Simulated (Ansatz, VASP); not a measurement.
## Au in VASP and in Ansatz

```xyz
2
Lattice="2.8608 0.0000 0.0000 -1.4304 2.4775 0.0000 0.0000 0.0000 4.8140" Properties=species:S:1:pos:R:3 pbc="T T T"
Au    1.4304    0.8258    1.2035
Au    0.0000    1.6517    3.6105
```

Change from the starting cell: volume scaled by 0.96.

Alike in both runs: task single point; functional LDA; k mesh 11 × 11 × 6; occupations fermi-dirac, width 0.05 eV; no spin polarisation.

```csv
,VASP,Ansatz
version,VASP 6.6.1,Ansatz 0.2.0
potentials or method,"VASP PAW LDA potentials, release 64 (Au), cutoff 520 eV","all-electron LAPW, scalar-relativistic"
```

VASP gave:

```
gap on the k mesh at the Fermi level (eV)                     : none
pressure (GPa)                                                : -4.4
traceless stress, the component that is largest in VASP (GPa) : -0.59
```

Task: What did Ansatz give for the same quantities?

Result: gap on the k mesh at the Fermi level (eV): none; pressure (GPa): -4.9; traceless stress, the component that is largest in VASP (GPa): -0.50.

LDA's correlation is that of Perdew and Zunger in VASP and of Perdew and Wang (1992) in Ansatz. A gap of «none» marks a metal or a gap that the smearing closes. Ansatz ran all-electron here, and VASP with PAW potentials.

Neither program's run includes spin-orbit coupling.
